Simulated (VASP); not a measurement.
Al2O3:

```
Al O
1.0
     2.28084    1.31684    4.13592
    -2.28084    1.31684    4.13592
     0.00000   -2.63369    4.13592
Al O
4 6
Cartesian
  0.0000 0.0000 10.6086
  0.0000 0.0000 4.4048
  0.0000 0.0000 1.7991
  0.0000 0.0000 8.0030
  0.8895 -1.3168 5.1699
  -1.5852 -0.1119 5.1699
  -0.8895 1.3168 7.2379
  -0.6957 -1.4288 7.2379
  1.5852 0.1119 7.2379
  0.6957 1.4288 5.1699
```

* Program: VASP 6.6.1
* Task: relaxation of cell and atoms
* Functional: PBE
* Potentials or basis: VASP PAW PBE potentials, release 64 (Al, O)
* Cutoff: 600 eV
* k mesh: 6 × 6 × 6
* Occupations: fermi-dirac, width 0.02 eV
* Spin: no spin polarisation

At the start: pressure 51.7 GPa; volume 7.45 Å³/atom.

Q: How do energy, volume and symmetry change on relaxing?

A: Over 11 steps the energy falls by 188.6 meV/atom and the volume is 8.75 Å³/atom (+17.4 %); space group R-3c (No. 167, to 0.1 Å) before and after.

Step by step:
| step | energy change (eV) | largest force (eV/Å) | pressure (GPa) | volume (Å³) |
| --- | --- | --- | --- | --- |
| 1 | 0.0000 | 0.8913 | 51.75 | 74.53 |
| 2 | -0.2327 | 0.1805 | -28.06 | 103.63 |
| 3 | -1.8744 | 0.1192 | -1.04 | 87.91 |
| 4 | -1.8756 | 0.1298 | -0.20 | 87.59 |
| 5 | -1.8753 | 0.1393 | 0.53 | 87.32 |
| 6 | -1.8835 | 0.1012 | 0.49 | 87.35 |
| 7 | -1.8848 | 0.0784 | 0.47 | 87.37 |
| 8 | -1.8858 | 0.0033 | -0.44 | 87.70 |
| 9 | -1.8859 | 0.0202 | -0.22 | 87.62 |
| 10 | -1.8860 | 0.0037 | 0.06 | 87.51 |
| 11 | -1.8860 | 0.0012 | 0.00 | 87.53 |

Final structure:
```yaml
crystal:
  lattice:
    - [2.40399, 1.38794, 4.37225]
    - [-2.40399, 1.38794, 4.37225]
    - [0.00000, -2.77589, 4.37225]
  atoms:
    - { symbol: Al, position: [0.85218, 0.85218, 0.85218] }
    - { symbol: Al, position: [0.35218, 0.35218, 0.35218] }
    - { symbol: Al, position: [0.14782, 0.14782, 0.14782] }
    - { symbol: Al, position: [0.64782, 0.64782, 0.64782] }
    - { symbol: O, position: [0.44385, 0.05615, 0.75000] }
    - { symbol: O, position: [0.05615, 0.75000, 0.44385] }
    - { symbol: O, position: [0.55615, 0.94385, 0.25000] }
    - { symbol: O, position: [0.25000, 0.55615, 0.94385] }
    - { symbol: O, position: [0.94385, 0.25000, 0.55615] }
    - { symbol: O, position: [0.75000, 0.44385, 0.05615] }
```

Caveat: the volume moved by over 15 % at a fixed basis, so the end points are rough.
